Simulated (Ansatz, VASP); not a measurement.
# B25N23: VASP beside Ansatz

```
B N
1.0
     0.00000    0.00000    8.36126
     0.00000   -8.70230    0.00000
     7.53642    4.35115    0.00000
B N
25 23
Direct
  0.00000 0.66667 0.34820
  0.00000 0.33477 0.16667
  0.00000 0.49931 0.50413
  0.00000 0.17148 0.33402
  0.00000 0.84820 0.16667
  0.00000 0.66667 0.83477
  0.00000 0.32921 0.66185
  0.00000 0.99856 0.49856
  0.00000 0.48514 0.98514
  0.00000 0.16185 0.82921
  0.00000 0.83402 0.67148
  0.00000 0.00413 0.99931
  0.50000 0.66667 0.16667
  0.50000 0.33335 0.99999
  0.50000 0.50002 0.33334
  0.50000 0.16667 0.16667
  0.50000 0.83334 0.00002
  0.50000 0.66667 0.66667
  0.50000 0.33333 0.50000
  0.50000 0.99999 0.33331
  0.50000 0.49999 0.83335
  0.50000 0.16666 0.66666
  0.50000 0.83331 0.49999
  0.50000 0.00000 0.83333
  0.00000 0.66667 0.16667
  0.00000 0.32550 0.99376
  0.00000 0.49841 0.33957
  0.00000 0.16985 0.16667
  0.00000 0.83957 0.99841
  0.00000 0.66667 0.66985
  0.00000 0.33333 0.50000
  0.00000 0.00783 0.33492
  0.00000 0.49376 0.82550
  0.00000 0.16349 0.66349
  0.00000 0.83492 0.50783
  0.00000 0.00000 0.83333
  0.50000 0.83332 0.33332
  0.50000 0.50001 0.16667
  0.50000 0.66667 0.50001
  0.50000 0.33334 0.33334
  0.50000 0.00001 0.16667
  0.50000 0.83334 0.83334
  0.50000 0.50000 0.66667
  0.50000 0.16666 0.49999
  0.50000 0.66667 0.00001
  0.50000 0.33333 0.83333
  0.50000 0.99999 0.66666
  0.50000 0.16667 0.00000
```

Alike in both runs: functional PBE; k mesh 1 × 1 × 1; occupations gaussian, width 0.01 eV; no spin polarisation.

Ansatz relaxed the structure, and its values are those at the end. VASP's run is a single point on that final structure, the one shown.

|  | VASP | Ansatz |
| --- | --- | --- |
| version | VASP 6.6.1 | Ansatz 0.2.0 |
| potentials or method | VASP PAW PBE potentials, release 64 (B, N), cutoff 520 eV | scalar-relativistic, plane waves, PAW |
| valence electrons in the cell | 190 | 190 |

|  | VASP | Ansatz | Ansatz less VASP |
| --- | --- | --- | --- |
| gap on the k mesh at the Fermi level (eV) | 1.66 | 1.66 | -0.004 |
| least direct gap on the mesh (eV) | 1.66 | 1.66 | -0.004 |
